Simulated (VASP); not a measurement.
The system is Zr2AlN3.

```
Zr Al N
1.0
     3.38054    0.00000    0.00000
    -1.69027    2.92764    0.00000
     0.00000    0.00000   16.22726
Zr Al N
4 2 6
Cartesian
  0.0000 1.9518 0.0000
  0.0000 1.9518 5.4091
  1.6903 0.9759 8.1136
  1.6903 0.9759 13.5227
  0.0000 1.9518 10.8182
  1.6903 0.9759 2.7045
  0.0000 1.9518 2.0555
  0.0000 1.9518 7.4645
  0.0000 1.9518 12.8736
  1.6903 0.9759 4.7600
  1.6903 0.9759 10.1691
  1.6903 0.9759 15.5782
```

```yaml
Program: VASP 6.6.1
Task: relaxation of cell and atoms
Functional: PBE
Potentials_or_basis: VASP PAW PBE potentials, release 64 (Zr_sv, Al, N)
Cutoff: 600 eV
k_mesh: 6 × 6 × 1
Occupations: gaussian, width 0.1 eV
Spin: no spin polarisation
```

At the start: pressure 12.4 GPa; volume 13.38 Å³/atom.

**Question.** Where does the relaxation end?

**Answer.** Over 10 steps the energy falls by 128.2 meV/atom and the volume is 13.89 Å³/atom (+3.8 %); space group P6_3mc (No. 186, to 0.05 Å).

The path:
```csv
step,energy change (eV),largest force (eV/Å),pressure (GPa),volume (Å³)
1,0.0000,3.3537,12.40,160.60
2,-0.3836,1.4623,-13.89,185.89
3,-1.0390,1.2633,-4.36,173.85
4,-1.4170,0.8194,-1.28,169.08
5,-1.4708,0.8402,0.79,166.59
6,-1.5302,0.2314,-0.05,167.14
7,-1.5306,0.2102,0.00,167.10
8,-1.5374,0.0880,-0.22,167.15
9,-1.5374,0.0809,-0.21,167.15
10,-1.5382,0.0348,0.21,166.72
```

Final structure:
```xyz
12
Lattice="3.4003 0.0000 0.0000 -1.7002 2.9448 0.0000 0.0000 0.0000 16.6504" Properties=species:S:1:pos:R:3 pbc="T T T"
Zr    0.0000    1.9632    0.0722
Zr    0.0000    1.9632    5.4953
Zr    1.7002    0.9816    8.3974
Zr    1.7002    0.9816   13.8205
Al    0.0000    1.9632   11.0955
Al    1.7002    0.9816    2.7703
N     0.0000    1.9632    2.3040
N     0.0000    1.9632    7.6681
N     0.0000    1.9632   12.9927
N     1.7002    0.9816    4.6675
N     1.7002    0.9816   10.6292
N     1.7002    0.9816   15.9933
```

Caveat: the k points lie up to 0.38 Å⁻¹ apart in the final cell.
